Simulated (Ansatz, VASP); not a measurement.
## SnSe2 in VASP and in Ansatz

```
Se Sn
1.0
     3.81892    0.00000    0.00000
     0.00000    9.02887    0.00000
     0.00000    0.00000   24.82757
Se Sn
10 5
Direct
  0.00000 0.52263 0.30208
  0.00000 0.94066 0.33523
  0.50000 0.25428 0.39275
  0.50000 0.67231 0.42590
  0.00000 0.98593 0.48342
  0.00000 0.40396 0.51658
  0.50000 0.71758 0.57410
  0.50000 0.13560 0.60725
  0.00000 0.44922 0.66477
  0.00000 0.86725 0.69792
  0.50000 0.73165 0.31866
  0.00000 0.46329 0.40933
  0.50000 0.19494 0.50000
  0.00000 0.92659 0.59067
  0.50000 0.65824 0.68134
```

Alike in both runs: task single point; functional PBEsol; k mesh 9 × 4 × 1; occupations gaussian, width 0.05 eV; no spin polarisation.

```csv
,VASP,Ansatz
version,VASP 6.6.1,Ansatz 0.2.0
potentials or method,"VASP PAW PBE potentials, release 64 (Se, Sn_d), cutoff 520 eV","scalar-relativistic, plane waves, PAW"
valence electrons in the cell,130,230
```

```csv
,VASP,Ansatz,Ansatz less VASP
gap on the k mesh at the Fermi level (eV),0.36,0.36,+0.004
least direct gap on the mesh (eV),0.44,0.45,+0.006
rms of the force components (eV/Å),0.479,0.479,+0.0006
```

VASP's potentials were made for PBE, not for PBEsol. VASP's potentials hold 130 valence electrons a cell and Ansatz's 230, so a difference there can come from the potentials and not from the codes.
